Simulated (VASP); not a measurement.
# TaN (P-6m2) in VASP: notebook, part 2 of 2

VASP 6.6.1.

## Step 4: Single point, PBE+U

This run uses another cell than the first one, of 11.01 Å³/atom, 1.022 times its volume.

File INCAR:

```
SYSTEM = TaN
PREC = Accurate
ENCUT = 600
EDIFF = 1E-6
ISMEAR = -1
SIGMA = 0.05
LREAL = .False.
LASPH = .True.
NELM = 200
ALGO = Normal
ISIF = 2
LWAVE = .False.
LCHARG = .False.
LMAXMIX = 4
LDAU = .True.
LDAUTYPE = 2
LDAUL = 2 -1
LDAUU = 3 0
LDAUJ = 0 0
LDAUPRINT = 1
GGA = PE
NBANDS = 16
GGA_COMPAT = .False.
```

File KPOINTS:

```
Automatic mesh
0
Gamma
  10 10 9
  0 0 0
```

File POSCAR:

```
TaN
1.0
    2.9604505578     -0.0000000029      0.0000000000
   -1.4802252764      2.5638253912      0.0000000000
    0.0000000000      0.0000000000      2.9010077237
Ta N
1 1
Direct
    0.3333333333      0.6666666667      0.5000000000
    0.0000000000      0.0000000000      0.0000000000
```

Potentials or basis: VASP PAW PBE potentials, release 64 (Ta_sv_GW, N).

Launch:

```sh
$ cat potpaw_PBE.64/Ta_sv_GW/POTCAR potpaw_PBE.64/N/POTCAR > POTCAR
$ mpirun -np 1 vasp_std > vasp.out
```

OUTCAR:

```text
SYSTEM = TaN
   PREC = Accurate
   ENCUT = 600
   EDIFF = 1E-6
   ISMEAR = -1
   LREAL = .False.
   LASPH = .True.
   NELM = 200
   ISIF = 2
   GGA = PE

 ion  position               nearest neighbor table
   1  0.333  0.667  0.500-   2 2.24   2 2.24   2 2.24   2 2.24   2 2.24   2 2.24
   2  0.000  0.000  0.000-   1 2.24   1 2.24   1 2.24   1 2.24   1 2.24   1 2.24

  LATTYP: Found a hexagonal cell.
 ALAT       =     2.9604505578
 C/A-ratio  =     0.9799210178

  Lattice vectors:

 A1 = (   2.9604505578,  -0.0000000029,   0.0000000000)
 A2 = (  -1.4802252764,   2.5638253912,   0.0000000000)
 A3 = (   0.0000000000,   0.0000000000,   2.9010077237)

Analysis of symmetry for initial positions (statically):
=====================================================================
 Subroutine PRICEL returns:
 Original cell was already a primitive cell.

 Routine SETGRP: Setting up the symmetry group for a
 hexagonal supercell.

 Subroutine GETGRP returns: Found 12 space group operations
 (whereof 12 operations were pure point group operations)
 out of a pool of 24 trial point group operations.

The static configuration has the point symmetry D_3h.

Analysis of symmetry for dynamics (positions and initial velocities):
=====================================================================
 Subroutine PRICEL returns:
[... 174 lines left out ...]
  o =  0.1698  v =  0.0000  0.0000  0.0000  0.0000  0.0000 -0.0000 -0.1185  0.0000 -0.9930 -0.0000      0.0000  0.0000  0.0000  0.0000  0.0000  0.0000  0.0000  0.0000  0.0000  0.0000
  o =  0.1698  v =  0.0000 -0.9930  0.0000  0.1185  0.0000  0.0000  0.0000  0.0000  0.0000  0.0000      0.0000  0.0000  0.0000  0.0000  0.0000  0.0000  0.0000  0.0000  0.0000  0.0000
  o =  0.1698  v =  0.0000  0.0000  0.0000  0.0000  0.0000  0.0000 -0.9930  0.0000  0.1185  0.0000      0.0000  0.0000  0.0000  0.0000  0.0000  0.0000  0.0000  0.0000  0.0000  0.0000
  o =  0.2498  v =  0.0000  0.0000  0.0000  0.0000  0.0000 -0.9489  0.0000 -0.0000 -0.0000  0.3157      0.0000  0.0000  0.0000  0.0000  0.0000  0.0000  0.0000  0.0000  0.0000  0.0000
  o =  0.2498  v = -0.9489  0.0000 -0.0000 -0.0000  0.3157  0.0000  0.0000  0.0000  0.0000  0.0000      0.0000  0.0000  0.0000  0.0000  0.0000  0.0000  0.0000  0.0000  0.0000  0.0000
  o =  0.2498  v =  0.3157  0.0000 -0.0000 -0.0000  0.9489  0.0000  0.0000  0.0000  0.0000  0.0000      0.0000  0.0000  0.0000  0.0000  0.0000  0.0000  0.0000  0.0000  0.0000  0.0000
  o =  0.2498  v =  0.0000  0.0000  0.0000  0.0000  0.0000  0.3157  0.0000 -0.0000 -0.0000  0.9489      0.0000  0.0000  0.0000  0.0000  0.0000  0.0000  0.0000  0.0000  0.0000  0.0000
  o =  0.2976  v =  0.0000  0.0000  0.0000  0.0000  0.0000 -0.0000 -0.0000 -1.0000 -0.0000 -0.0000      0.0000  0.0000  0.0000  0.0000  0.0000  0.0000  0.0000  0.0000  0.0000  0.0000
  o =  0.2976  v = -0.0000 -0.0000 -1.0000 -0.0000 -0.0000  0.0000  0.0000  0.0000  0.0000  0.0000      0.0000  0.0000  0.0000  0.0000  0.0000  0.0000  0.0000  0.0000  0.0000  0.0000

 number of electron      17.9999999 magnetization

 Free energy of the ion-electron system (eV)
  ---------------------------------------------------
  ext. energy  EPLUGINS =         0.00000000
  ---------------------------------------------------
  free energy    TOTEN  =       -22.31638919 eV

  energy without entropy =      -22.31609096  energy(sigma->0) =      -22.31624008

 E-fermi :  12.6997     XC(G=0): -13.5664

 val. band max:       12.5765313480   @ k =   0.0000   0.0000   0.4444
 cond. band min:      12.8902719348   @ k =   0.0000   0.0000   0.3333
 fundamental gap:      0.3137405867
 Fermi energy:        12.6997467235

 k-point     1 :       0.0000    0.0000    0.0000
  band No.  band energies     occupation
      1     -56.7204      2.00000
      2     -22.9702      2.00000
      3     -22.7316      2.00000
      4     -22.7316      2.00000
      5      -5.3116      2.00000
      6       7.9845      2.00000
[... 433 lines left out ...]
      3     -22.9861      2.00000
      4     -22.9332      2.00000
      5      -3.0596      2.00000
      6       4.4108      2.00000
[... 8 lines left out ...]
     15      23.7502      0.00000
     16      27.6871      0.00000

 [... further k-points ...]
[... 5 lines left out ...]
  --------------------------------------------------------------------------------------
  -------------------------------------------------------------------------------------
  Total        0.8090641      0.8090641      1.1351555     -0.0000000      0.0000000      0.0000000
  in kB       58.8705856     58.8705856     82.5982387     -0.0000000      0.0000000      0.0000000
  external PRESSURE =      66.7798033 kB  Pullay stress =       0.0000000 kB

 VOLUME and BASIS-vectors are now :
 -----------------------------------------------------------------------------
  energy-cutoff  :      600.00
  volume of cell :       22.02
      direct lattice vectors                 reciprocal lattice vectors
     2.960450558 -0.000000003  0.000000000     0.337786422  0.195021081  0.000000000
    -1.480225276  2.563825391  0.000000000     0.000000000  0.390042163  0.000000000
     0.000000000  0.000000000  2.901007724     0.000000000  0.000000000  0.344707803

 POSITION                                       TOTAL-FORCE (eV/Angst)
 -----------------------------------------------------------------------------------
      0.00000      1.70922      1.45050         0.000000     -0.000000      0.000000
      0.00000      0.00000      0.00000        -0.000000      0.000000      0.000000
 -----------------------------------------------------------------------------------
    total drift:                                0.000000     -0.000000     -0.000000

  FREE ENERGIE OF THE ION-ELECTRON SYSTEM (eV)
  ---------------------------------------------------
  free  energy   TOTEN  =       -22.3163891930 eV

  energy  without entropy=      -22.3160909589  energy(sigma->0) =      -22.31624008
```

Wall time 21 s (1 thread of AMD EPYC 7R43 (Zen 3), shared host); peak memory 0.13 GiB.

Results:

```yaml
Free_energy: -22.3164 eV
Pressure: 6.7 GPa
Band_gap_on_the_k_mesh: zero (band 9 reaches 12.89 eV, above the bottom of band 10 at 12.58 eV)
```

Eigenvalues of the final occupation matrices:
| site | spin | trace | eigenvalues |
| --- | --- | --- | --- |
| site 1 d | 1 | 1.14 | 0.17 0.17 0.25 0.25 0.30 |
| site 1 d | 2 | 1.14 | 0.17 0.17 0.25 0.25 0.30 |

Caveat: spin-orbit coupling is left out, which moves the levels of the heavy elements; U without spin polarisation on a metal has little footing.

## Step 5: Single point, PBE+U

This run uses another cell than the first one, of 11.08 Å³/atom, 1.029 times its volume.

File INCAR:

```
PREC = Accurate
ENCUT = 600
EDIFF = 1E-6
ISMEAR = -1
SIGMA = 0.05
LREAL = F
LASPH = T
NELM = 200
ALGO = Normal
ISIF = 2
LWAVE = F
LCHARG = T
LMAXMIX = 4
LDAU = T
LDAUTYPE = 2
LDAUL = 2 -1
LDAUU = 5 0
LDAUJ = 0 0
LDAUPRINT = 1
GGA = PE
LELF = T
LVHAR = T
NBANDS = 16
GGA_COMPAT = F
```

File KPOINTS:

```
Automatic mesh
0
Gamma
  10 10 9
```

File POSCAR:

```
TaN
1.0
    2.9699738234     -0.0000000029      0.0000000000
   -1.4849869092      2.5720727811      0.0000000000
    0.0000000000      0.0000000000      2.9021616555
Ta N
1 1
Direct
    0.3333333333      0.6666666667      0.5000000000
    0.0000000000      0.0000000000      0.0000000000
```

Launch:

```sh
$ cat potpaw_PBE.64/Ta_sv_GW/POTCAR potpaw_PBE.64/N/POTCAR > POTCAR
$ mpirun -np 1 vasp_std > vasp.out
```

Run time: 56 s. Hardware: 1 thread of AMD EPYC 7R43 (Zen 3), shared host; peak memory 0.14 GiB.

Results (log left out):

```yaml
Free_energy: -20.6193 eV
Pressure: 10.9 GPa
Band_gap_on_the_k_mesh: zero (band 9 reaches 13.16 eV, above the bottom of band 10 at 12.83 eV)
```

Stress tensor (GPa, compression positive):
```
 9.37  0.00  0.00
 0.00  9.37  0.00
 0.00  0.00 14.02
```

Levels at points of the mesh, in eV from the Fermi level:
| k point | band 5 | band 6 | band 7 | band 8 | band 9 | band 10 | band 11 | band 12 | band 13 | band 14 |
| --- | --- | --- | --- | --- | --- | --- | --- | --- | --- | --- |
| (0.00, 0.00, 0.00) | -18.21 | -4.84 | -4.84 | -4.46 | -3.47 | 1.18 | 3.22 | 3.22 | 4.27 | 4.27 |
| (0.50, 0.00, 0.00) | -15.96 | -8.79 | -5.28 | -3.72 | -3.66 | 3.28 | 3.57 | 5.00 | 5.05 | 6.29 |

Eigenvalues of the final occupation matrices:
```
    site  spin  trace               eigenvalues
site 1 d     1   1.09  0.16 0.16 0.24 0.24 0.29
site 1 d     2   1.09  0.16 0.16 0.24 0.24 0.29
```

Caveat: spin-orbit coupling is left out, which moves the levels of the heavy elements; U without spin polarisation on a metal has little footing.

## Step 6: Single point, PBE+U

This run uses another cell than the first one, of 11.04 Å³/atom, 1.025 times its volume.

File INCAR:

```
ALGO     = Normal         # electronic algorithm
EDIFF    = 1E-6           # SCF threshold, eV
ENCUT    = 600            # plane-wave cutoff, eV
GGA      = PE             # functional
GGA_COMPAT= F            
ISIF     = 2              # what is computed and relaxed
ISMEAR   = -1             # smearing method
LASPH    = T              # aspherical terms in the spheres
LCHARG   = F              # write CHGCAR
LDAU     = T              # DFT+U
LDAUJ    = 0 0          
LDAUL    = 2 -1           # shell
LDAUPRINT= 1            
LDAUTYPE = 2            
LDAUU    = 4 0            # U, eV
LMAXMIX  = 4              # l up to which the mixer works
LREAL    = F              # projectors in reciprocal space
LWAVE    = F              # write WAVECAR
NBANDS   = 16             # bands
NELM     = 200            # most SCF steps
PREC     = Accurate       # precision mode
SIGMA    = 0.05           # smearing width, eV
```

File KPOINTS:

```
k-points
0
Gamma
  10 10 9
```

File POSCAR:

```
TaN
1.0
    2.9648209376     -0.0000000029      0.0000000000
   -1.4824104663      2.5676102511      0.0000000000
    0.0000000000      0.0000000000      2.9017967996
Ta N
1 1
Direct
    0.3333333333      0.6666666667      0.5000000000
    0.0000000000      0.0000000000      0.0000000000
```

Potentials or basis: VASP PAW PBE potentials, release 64 (Ta_sv_GW, N).

Launch:

```sh
$ cat potpaw_PBE.64/Ta_sv_GW/POTCAR potpaw_PBE.64/N/POTCAR > POTCAR
$ mpirun -np 1 vasp_std > vasp.out
```

It took 16 s on 1 thread of Intel Xeon Platinum 8259CL at 2.50GHz (Skylake/Cascade Lake), shared host; peak memory 0.17 GiB.

The run converged. Its results:

```
Free energy            : -21.4605 eV
Pressure               : 8.8 GPa
Band gap on the k mesh : zero (band 9 reaches 13.02 eV, above the bottom of band 10 at 12.70 eV)
```

Stress tensor (GPa, compression positive):
```
 7.71  0.00  0.00
 0.00  7.71  0.00
 0.00  0.00 11.10
```

Levels at points of the mesh, in eV from the Fermi level:
```
           k point  band 7  band 8  band 9  band 10  band 11  band 12
(0.00, 0.00, 0.00)   -4.77   -4.40   -3.37     1.37     3.26     3.26
(0.50, 0.00, 0.00)   -5.26   -3.62   -3.61     3.20     3.64     5.01
```

Eigenvalues of the final occupation matrices:
```tsv
site	spin	trace	eigenvalues
site 1 d	1	1.11	0.16 0.16 0.24 0.24 0.30
site 1 d	2	1.11	0.16 0.16 0.24 0.24 0.30
```

Caveat: spin-orbit coupling is left out, which moves the levels of the heavy elements; U without spin polarisation on a metal has little footing.

## Step 7: Overview

| level | potentials or basis | U | cell | k mesh | cutoff (eV) | grid for exact exchange (PRECFOCK) | second run | gap on the mesh (eV) | pressure (GPa) |
| --- | --- | --- | --- | --- | --- | --- | --- | --- | --- |
| r2SCAN0 | VASP PAW PBE potentials, release 64 (Ta_pv, N) | - | a = 2.938, b = 2.938, c = 2.883 Å, angles 90.0, 90.0, 120.0°, 2 atoms | 5 × 5 × 5 | 520 | Normal | - | 0.72 | -6.0 |
| r2SCANh | VASP PAW PBE potentials, release 64 (Ta_pv, N) | - | a = 2.938, b = 2.938, c = 2.883 Å, angles 90.0, 90.0, 120.0°, 2 atoms | 5 × 5 × 5 | 520 | Normal | - | none | -1.7 |
| PBE+U | VASP PAW PBE potentials, release 64 (Ta_sv_GW, N) | Ta d U = 3.0 eV | a = 2.960, b = 2.960, c = 2.901 Å, angles 90.0, 90.0, 120.0°, 2 atoms | 10 × 10 × 9 | 600 | - | valence_matched | none | 6.7 |
| PBE+U | VASP PAW PBE potentials, release 64 (Ta_sv_GW, N) | Ta d U = 5.0 eV | a = 2.970, b = 2.970, c = 2.902 Å, angles 90.0, 90.0, 120.0°, 2 atoms | 10 × 10 × 9 | 600 | - | valence_matched | none | 10.9 |
| PBE+U | VASP PAW PBE potentials, release 64 (Ta_sv_GW, N) | Ta d U = 4.0 eV | a = 2.965, b = 2.965, c = 2.902 Å, angles 90.0, 90.0, 120.0°, 2 atoms | 10 × 10 × 9 | 600 | - | valence_matched | none | 8.8 |

Alike in all rows: task single point; no spin polarisation; smearing fermi-dirac 0.05 eV.

Caveats: some runs use coarse meshes; spin-orbit coupling is left out, which moves the levels of the heavy elements; U without spin polarisation on a metal has little footing (some runs); the PAW data sets were made with another functional, which shifts forces and pressure a little (some runs).

Total energies depend on the potentials used, so only differences within one code and one set of settings carry meaning.
